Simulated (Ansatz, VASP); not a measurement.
# Rh: VASP beside Ansatz

```
CELL_PARAMETERS angstrom
0.00000 1.93958 1.90155
1.90155 0.00000 1.90155
1.90155 1.93958 0.00000
ATOMIC_POSITIONS crystal
Rh 0.00000 0.00000 0.00000
```

Change from the starting cell: strain +0.0200 x Voigt [0, 1, 0, 0, 0, 0], atoms carried along.

Alike in both runs: task single point; functional PBE; k mesh 22 × 22 × 22; occupations gaussian, width 0.15 eV; no spin polarisation.

|  | VASP | Ansatz |
| --- | --- | --- |
| version | VASP 6.6.1 | Ansatz 0.2.0 |
| potentials or method | VASP PAW PBE potentials, release 64 (Rh_pv), cutoff 520 eV | scalar-relativistic, plane waves, PAW |
| valence electrons in the cell | 15 | 17 |

VASP gave:

```
gap on the k mesh at the Fermi level (eV)                     : none
pressure (GPa)                                                : 0.5
traceless stress, the component that is largest in VASP (GPa) : -3.10
```

Task: Which values does Ansatz return?

Result: gap on the k mesh at the Fermi level (eV): none; pressure (GPa): 0.5; traceless stress, the component that is largest in VASP (GPa): -3.11.

A gap of «none» marks a metal or a gap that the smearing closes. The functional is the same, so the differences come from potentials, cutoffs and numerics. VASP's potentials hold 15 valence electrons a cell and Ansatz's 17, so a difference there can come from the potentials and not from the codes.
